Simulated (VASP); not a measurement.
A run of VASP 6.6.1:

Contents of INCAR:

```
PREC = Accurate ; ENCUT = 520
EDIFF = 1E-7 ; ISMEAR = 0
SIGMA = 0.1 ; LREAL = False
LASPH = True ; NELM = 80
ALGO = Normal ; ISIF = 2
LWAVE = False ; LCHARG = True
GGA = PS ; LELF = True
LVHAR = True ; NBANDS = 24
```

Contents of KPOINTS:

```
regular mesh
0
Gamma
  12 12 8
```

File POSCAR:

```
VH2
1.0
    2.0664725731      2.0664725731      0.0000000000
   -2.0664725731      2.0664725731      0.0000000000
    0.0000000000      0.0000000000      4.2891017638
V H
2 4
Direct
    0.0000000000      0.0000000000      0.0000000000
    0.5000000000      0.5000000000      0.5000000000
    0.0000000000      0.5000000000      0.7500000000
    0.5000000000      0.0000000000      0.7500000000
    0.5000000000      0.0000000000      0.2500000000
    0.0000000000      0.5000000000      0.2500000000
```

Potentials or basis: VASP PAW PBE potentials, release 64 (V_sv, H).

Run with:

```console
$ cat potpaw_PBE.64/V_sv/POTCAR potpaw_PBE.64/H/POTCAR > POTCAR
$ mpirun -np 1 vasp_std > vasp.out
```

Hardware: 1 thread of AMD EPYC 9R45 96-Core Processor (Zen 5), with other jobs on the host.

Problem. How long does it take, and how much memory?

Solution. It took 43 s on 1 thread of AMD EPYC 9R45 96-Core Processor (Zen 5), with other jobs on the host, peak memory 0.19 GiB. Counts: scf iterations 13, k points 140.
